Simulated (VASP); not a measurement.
Write the native input for VASP 6.6.1 that does the following.

- Task: single point
- Functional: PBE
- Potentials or basis: VASP PAW PBE potentials, release 64 (Al, Co)
- Cutoff: 520 eV
- k mesh: 4 × 4 × 4
- Occupations: gaussian, width 0.1 eV
- Spin: collinear spin, ferromagnetic start
- Starting moments: [0.0, 0.0, 3.0, 3.0, 3.0, 3.0] μB
- Dipole correction: no
- Further INCAR settings: ALGO = Normal; EDIFF = 1e-06; NBANDS = 34

The structure of AlCo2 lies in POSCAR:

```
AlCo2
1.0
    0.0000000000      3.3039416700      3.3039416700
    3.3039416700      0.0000000000      3.3039416700
    3.3039416700      3.3039416700      0.0000000000
Al Co
2 4
Direct
    0.0000000000      0.0000000000      0.0000000000
    0.2500000000      0.2500000000      0.2500000000
    0.6250000000      0.6250000000      0.6250000000
    0.1250000000      0.6250000000      0.6250000000
    0.6250000000      0.6250000000      0.1250000000
    0.6250000000      0.1250000000      0.6250000000
```

The input as run:

INCAR

```
PREC     = Accurate       # precision mode
ENCUT    = 520            # plane-wave cutoff, eV
EDIFF    = 1E-6           # SCF threshold, eV
ISMEAR   = 0              # smearing method
SIGMA    = 0.1            # smearing width, eV
LREAL    = F              # projectors in reciprocal space
LASPH    = T              # aspherical terms in the spheres
NELM     = 150            # most SCF steps
ALGO     = Normal         # electronic algorithm
ISIF     = 2              # what is computed and relaxed
LWAVE    = F              # write WAVECAR
LCHARG   = F              # write CHGCAR
ISPIN    = 2              # spin polarisation
MAGMOM   = 0 0 3 3 3 3    # initial moments
LORBIT   = 11             # projections on sites
LMAXMIX  = 4              # l up to which the mixer works
GGA      = PE             # functional
NBANDS   = 34             # bands
```

KPOINTS

```
regular mesh
0
Gamma
  4 4 4
```

Potentials or basis: VASP PAW PBE potentials, release 64 (Al, Co).

Run with:

```bash
$ cat potpaw_PBE.64/Al/POTCAR potpaw_PBE.64/Co/POTCAR > POTCAR
$ mpirun -np 1 vasp_std > vasp.out
```

It gave:

| Item | Value |
| --- | --- |
| Pressure | 0.1 GPa |
| Net moment | 3.82 μB per cell |
| Site moments | Al -0.02; Co +1.00 μB |
| Valence electrons inside the program's atomic spheres | Al 0.71; Co 8.43 |

Caveat: the k points lie up to 0.41 Å⁻¹ apart.

Wall time 67 s on 1 thread of AMD EPYC 7R13 Processor (Zen 3) (shared host), peak memory 0.21 GiB.
